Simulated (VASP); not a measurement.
Write the native input for VASP 6.6.1 that does the following.

| Item | Value |
| --- | --- |
| Task | single point |
| Functional | LDA |
| Potentials or basis | VASP PAW LDA potentials, release 64 (K_sv, F) |
| Cutoff | 520 eV |
| k mesh | 8 × 8 × 8 |
| Occupations | gaussian, width 0.05 eV |
| Spin | no spin polarisation |
| Dipole correction | no |
| Further INCAR settings | ALGO = Normal; EDIFF = 1e-06; NBANDS = 15 |

The structure of KF lies in POSCAR:

```
KF
1.0
    0.0000000000      2.5817196783      2.2912762145
    2.7172599614      0.0000000000      2.2912762145
    2.7172599614      2.5817196783      0.0000000000
K F
1 1
Direct
    0.0000000000      0.0000000000      0.0000000000
    0.5000000000      0.5000000000      0.5000000000
```

This cell differs from its parent crystal: normal strain along x +0.0525, normal strain along z -0.1125.

One way to write it, as run:

INCAR

```
SYSTEM = KF
ALGO = Normal
EDIFF = 1E-6
ENCUT = 520
GGA = CA
ISIF = 2
ISMEAR = 0
LASPH = .True.
LCHARG = .False.
LREAL = .False.
LWAVE = .False.
NBANDS = 15
NELM = 100
PREC = Accurate
SIGMA = 0.05
```

KPOINTS

```
k-points
0
Gamma
  8 8 8
  0 0 0
```

Potentials or basis: VASP PAW LDA potentials, release 64 (K_sv, F).

Command:

```console
$ cat potpaw_LDA.64/K_sv/POTCAR potpaw_LDA.64/F/POTCAR > POTCAR
$ mpirun -np 1 vasp_std > vasp.out
```

It gave:

The pressure is 7.8 GPa. The band gap on the k mesh is 5.99 eV, indirect (least direct gap 6.06 eV).

Caveat: the cell differs from its parent crystal (normal strain along x +0.0525, normal strain along z -0.1125).

Run time: 24 s on 1 thread of Intel(R) Xeon(R) 6975P-C (Granite Rapids), with other jobs on the host, peak memory 0.16 GiB.
